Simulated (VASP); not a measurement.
# C in VASP: single point with LDA

Aim: the single point of C with LDA.

All numbers are computed with VASP 6.6.1; they aren't measurements. Logs are shortened: lines on timing, memory, paths and dates and some standing lists are left out, and cuts for length are marked.

## 1. The cell of the first run

The cell holds a slab with vacuum, 2 atoms: a = 2.456 Å, b = 2.456 Å, c = 8.524 Å, α = 90.00°, β = 90.00°, γ = 120.00°.

## 2. Single point, LDA

File INCAR:

```
SYSTEM = C
ALGO = Normal ; EDIFF = 1E-6
ENCUT = 600 ; GGA_COMPAT = .FALSE.
ISIF = 2 ; ISMEAR = 1
LASPH = .TRUE. ; LCHARG = .FALSE.
LREAL = .FALSE. ; LWAVE = .FALSE.
NBANDS = 11 ; NELM = 120
PREC = Accurate ; SIGMA = 0.1
```

File KPOINTS:

```
k-points
0
G
  10 10 3
  0 0 0
```

File POSCAR:

```
C
1.0
    2.4561700000      0.0000000000      0.0000000000
   -1.2280850000      2.1271060000      0.0000000000
    0.0000000000      0.0000000000      8.5238030000
C
2
Direct
    0.3333333333      0.6666666667      0.0000000000
    0.6666666667      0.3333333333      0.0000000000
```

Potentials or basis: VASP PAW LDA potentials, release 64 (C).

On the command line:

```sh
> cat potpaw_LDA.64/C/POTCAR > POTCAR
> mpirun -np 1 vasp_std > vasp.out
```

OUTCAR:

```text
SYSTEM = C
   EDIFF = 1E-6
   ENCUT = 600
   ISIF = 2
   ISMEAR = 1
   LASPH = .TRUE.
   LREAL = .FALSE.
   NELM = 120
   PREC = Accurate

 ion  position               nearest neighbor table
   1  0.333  0.667  0.000-   2 1.42   2 1.42   2 1.42
   2  0.667  0.333  0.000-   1 1.42   1 1.42   1 1.42

  LATTYP: Found a hexagonal cell.
 ALAT       =     2.4561700000
 C/A-ratio  =     3.4703636149

  Lattice vectors:

 A1 = (   2.4561700000,   0.0000000000,   0.0000000000)
 A2 = (  -1.2280850000,   2.1271060000,   0.0000000000)
 A3 = (   0.0000000000,   0.0000000000,   8.5238030000)

Analysis of symmetry for initial positions (statically):
=====================================================================
 Subroutine PRICEL returns:
 Original cell was already a primitive cell.

 Routine SETGRP: Setting up the symmetry group for a
 hexagonal supercell.

 Subroutine GETGRP returns: Found 24 space group operations
 (whereof 24 operations were pure point group operations)
 out of a pool of 24 trial point group operations.

The static configuration has the point symmetry D_6h.

Analysis of symmetry for dynamics (positions and initial velocities):
=====================================================================
 Subroutine PRICEL returns:
 Original cell was already a primitive cell.

 Routine SETGRP: Setting up the symmetry group for a
 hexagonal supercell.

 Subroutine GETGRP returns: Found 24 space group operations
 (whereof 24 operations were pure point group operations)
 out of a pool of 24 trial point group operations.

The dynamic configuration has the point symmetry D_6h.

 Subroutine INISYM returns: Found 24 space group operations
 (whereof 24 operations are pure point group operations),
 and found     1 'primitive' translations

----------------------------------------------------------------------------------------

                                     Primitive cell

  volume of cell :      44.5329

  direct lattice vectors                    reciprocal lattice vectors
     2.456170000  0.000000000  0.000000000     0.407137942  0.235061158  0.000000000
    -1.228085000  2.127106000  0.000000000     0.000000000  0.470122316  0.000000000
     0.000000000  0.000000000  8.523803000     0.000000000  0.000000000  0.117318526

  length of vectors
     2.456170000  2.456170333  8.523803000     0.470122380  0.470122316  0.117318526

  position of ions in fractional coordinates (direct lattice)
     0.333333333  0.666666667  0.000000000
     0.666666667  0.333333333  0.000000000

  ion indices of the primitive-cell ions
   primitive index   ion index
                 1           1
                 2           2

----------------------------------------------------------------------------------------

 KPOINTS: k-points

Automatic generation of k-mesh.
 Grid dimensions read from file:
 generate k-points for:   10   10    3

 Generating k-lattice:

  Cartesian coordinates                     Fractional coordinates (reciprocal lattice)
     0.040713794  0.023506116  0.000000000     0.100000000  0.000000000  0.000000000
     0.000000000  0.047012232  0.000000000     0.000000000  0.100000000  0.000000000
     0.000000000  0.000000000  0.039106175     0.000000000  0.000000000  0.333333333

  Length of vectors
     0.047012238  0.047012232  0.039106175

  Shift w.r.t. Gamma in fractional coordinates (k-lattice)
     0.000000000  0.000000000  0.000000000

 Subroutine IBZKPT returns following result:
 ===========================================

 Found     28 irreducible k-points:

 Following reciprocal coordinates:
            Coordinates               Weight
  0.000000  0.000000  0.000000      1.000000
  0.100000 -0.000000  0.000000      6.000000
  0.200000 -0.000000  0.000000      6.000000
  0.300000 -0.000000  0.000000      6.000000
  0.400000 -0.000000  0.000000      6.000000
  0.500000 -0.000000  0.000000      3.000000
[... 16 lines left out ...]
  0.300000  0.100000  0.333333     24.000000
  0.400000  0.100000  0.333333     24.000000
 [... further k-points ...]
   k-points           NKPTS =     28   k-points in BZ     NKDIM =     28   number of bands    NBANDS=     11
   number of dos      NEDOS =    301   number of ions     NIONS =      2
   total plane-waves  NPLWV =  28000
   dimension x,y,z NGX =    20 NGY =   20 NGZ =   70
   dimension x,y,z NGXF=    40 NGYF=   40 NGZF=  140
   ions per type =               2
   NGX,Y,Z   is equivalent  to a cutoff of  13.54, 13.54, 13.65 a.u.
   NGXF,Y,Z  is equivalent  to a cutoff of  27.07, 27.07, 27.31 a.u.
 SYSTEM =  C
   PREC   = accura    normal or accurate (medium, high low for compatibility)
   ISTART =      0    job   : 0-new  1-cont  2-samecut
   ICHARG =      2    charge: 1-file 2-atom 10-const
   ISPIN  =      1    spin polarized calculation?
   LNONCOLLINEAR =      F non collinear calculations
   LSORBIT =      F    spin-orbit coupling
   LASPH  =      T    aspherical Exc in radial PAW
   ENCUT  =  600.0 eV  44.10 Ry    6.64 a.u.   4.91  4.91 17.02*2*pi/ulx,y,z
   NELM   =    120;   NELMIN=  2; NELMDL= -5     # of ELM steps
   EDIFF  = 0.1E-05   stopping-criterion for ELM
   LREAL  =      F    real-space projection
   EDIFFG = 0.1E-04   stopping-criterion for IOM
   NSW    =      0    number of steps for IOM
   IBRION =     -1    ionic relax: 0-MD 1-quasi-New 2-CG
   NFREE  =      0    steps in history (QN), initial steepest desc. (CG)
   ISIF   =      2    stress and relaxation
   ISYM   =      2    0-nonsym 1-usesym 2-fastsym
   POTIM  = 0.5000    time-step for ionic-motion
   TEBEG  =    0.0;   TEEND  =   0.0 temperature during run
   PSTRESS=    0.0 pullay stress
   NELECT =       8.0000    total number of electrons
   NUPDOWN=      -1.0000    fix difference up-down
   EMIN   =  10.00;   EMAX   =-10.00  energy-range for DOS
   EFERMI =   0.00;   METHOD = LEGACY
   ISMEAR =     1;   SIGMA  =   0.10  broadening in eV -4-tet -1-fermi 0-gaus
   EFERMI_NEDOS =   21; number of points for ismear=-14 and -15
   IALGO  =     38    algorithm
   IMIX   =      4    mixing-type and parameters
     AMIX     =   0.40;   BMIX     =  1.00
     AMIX_MAG =   1.60;   BMIX_MAG =  1.00
  volume/ion in A,a.u.               =      22.27       150.26
  Fermi-wavevector in a.u.,A,eV,Ry     =   0.923729  1.745594 11.609511  0.853275
  Thomas-Fermi vector in A             =   2.049397
   LORBIT       =      0    0 simple, 1 ext, 2 COOP (PROOUT), +10 PAW based schemes
   GGA     = CA    functional components
   LHFCALC =     F    Hartree Fock is set to
   AEXX    =    0.0000 exact exchange contribution
   IVDW    =     0    specifies the selected vdW correction
   LEPSILON=     F    determine dielectric tensor
   LRPA    =     F    only Hartree local field effects (RPA)
 non-spin polarized calculation
 Methfessel and Paxton  Order N= 1 SIGMA  =   0.10
  energy-cutoff  :      600.00
  volume of cell :       44.53
 maximum number of plane-waves:      1515
 NGX is ok and might be reduce to    20
   NGX =  9   NGY =  9   NGZ = 35

 number of electron       7.9999999 magnetization

 Free energy of the ion-electron system (eV)
  ---------------------------------------------------
  ext. energy  EPLUGINS =         0.00000000
  ---------------------------------------------------
  free energy    TOTEN  =       -20.18495460 eV

  energy without entropy =      -20.18530247  energy(sigma->0) =      -20.18507055

 E-fermi :  -1.8461     XC(G=0):  -5.1131

 val. band max:       -1.9302191494   @ k =   0.3000   0.3000   0.0000
 cond. band min:       0.1227554480   @ k =   0.3000   0.3000   0.3333
 fundamental gap:      2.0529745974
 Fermi energy:        -1.8461323846

 k-point     1 :       0.0000    0.0000    0.0000
  band No.  band energies     occupation
      1     -20.2889      2.00000
      2      -8.6148      2.00000
      3      -3.9293      2.00000
      4      -3.9293      2.00000
      5       2.2367      0.00000
      6       4.5836      0.00000
      7       6.1963      0.00000
      8       7.4395      0.00000
      9       7.4395      0.00000
     10      10.5709      0.00000
     11      12.1622      0.00000

 k-point     2 :       0.1000   -0.0000    0.0000
  band No.  band energies     occupation
      1     -20.0526      2.00000
      2      -8.3296      2.00000
      3      -4.8282      2.00000
      4      -4.4074      2.00000
      5       2.5590      0.00000
      6       4.8981      0.00000
      7       6.5002      0.00000
      8       7.5417      0.00000
      9       8.4311      0.00000
     10       9.7745      0.00000
     11      12.5558      0.00000

 k-point     3 :       0.2000   -0.0000    0.0000
  band No.  band energies     occupation
      1     -19.3474      2.00000
      2      -7.4853      2.00000
      3      -6.9788      2.00000
      4      -5.4320      2.00000
      5       3.5257      0.00000
      6       5.8257      0.00000
      7       7.2557      0.00000
      8       7.6421      0.00000
      9       7.7215      0.00000
     10      10.9502      0.00000
     11      13.7605      0.00000

 k-point     4 :       0.3000   -0.0000    0.0000
  band No.  band energies     occupation
      1     -18.1857      2.00000
      2      -9.5742      2.00000
      3      -6.4283      2.00000
      4      -6.1278      2.00000
      5       4.9551      0.00000
      6       5.1306      0.00000
      7       7.0775      0.00000
      8       7.4321      0.00000
      9       9.0702      0.00000
     10      14.2399      0.00000
     11      14.9713      0.00000
[... 239 lines left out ...]
 k-point    22 :       0.2000    0.1000    0.3333
  band No.  band energies     occupation
      1     -18.6485      2.00000
      2      -8.2883      2.00000
      3      -6.6596      2.00000
      4      -6.6133      2.00000
      5       4.8058      0.00000
      6       5.7819      0.00000
      7       6.1282      0.00000
      8       8.1696      0.00000
      9       9.7088      0.00000
     10      11.4415      0.00000
     11      12.9985      0.00000

 k-point    23 :       0.3000    0.1000    0.3333
  band No.  band energies     occupation
      1     -17.2725      2.00000
      2     -10.7891      2.00000
      3      -7.5306      2.00000
      4      -5.0949      2.00000
      5       3.4408      0.00000
      6       6.7090      0.00000
      7       7.6905      0.00000
      8       7.9434      0.00000
      9      11.3644      0.00000
     10      13.6323      0.00000
     11      14.3034      0.00000

 k-point    24 :       0.4000    0.1000    0.3333
  band No.  band energies     occupation
      1     -15.5184      2.00000
      2     -13.1825      2.00000
      3      -8.0074      2.00000
      4      -3.4241      2.00000
      5       1.1401      0.00000
      6       7.6894      0.00000
      7       9.2285      0.00000
      8      10.1134      0.00000
      9      12.1550      0.00000
     10      12.4936      0.00000
     11      13.8198      0.00000

 [... further k-points ...]
[... 5 lines left out ...]
  --------------------------------------------------------------------------------------
  -------------------------------------------------------------------------------------
  Total       -0.5853388     -0.5853391     -0.0426096      0.0000000      0.0000000      0.0000000
  in kB      -21.0589626    -21.0589702     -1.5329829      0.0000000      0.0000000      0.0000000
  external PRESSURE =     -14.5503052 kB  Pullay stress =       0.0000000 kB

 VOLUME and BASIS-vectors are now :
 -----------------------------------------------------------------------------
  energy-cutoff  :      600.00
  volume of cell :       44.53
      direct lattice vectors                 reciprocal lattice vectors
     2.456170000  0.000000000  0.000000000     0.407137942  0.235061158  0.000000000
    -1.228085000  2.127106000  0.000000000     0.000000000  0.470122316  0.000000000
     0.000000000  0.000000000  8.523803000     0.000000000  0.000000000  0.117318526

 POSITION                                       TOTAL-FORCE (eV/Angst)
 -----------------------------------------------------------------------------------
     -0.00000      1.41807      0.00000        -0.000000      0.000000      0.000000
      1.22809      0.70904      0.00000         0.000000     -0.000000      0.000000
 -----------------------------------------------------------------------------------
    total drift:                                0.000000     -0.000000     -0.000000

  FREE ENERGIE OF THE ION-ELECTRON SYSTEM (eV)
  ---------------------------------------------------
  free  energy   TOTEN  =       -20.1849545963 eV

  energy  without entropy=      -20.1853024713  energy(sigma->0) =      -20.18507055
```

It took 11 s on 1 thread of Intel Xeon 6975P-C, shared host; peak memory 0.14 GiB.

Results:

```
Free energy            : -20.1850 eV
Band gap on the k mesh : 2.05 eV, direct
```
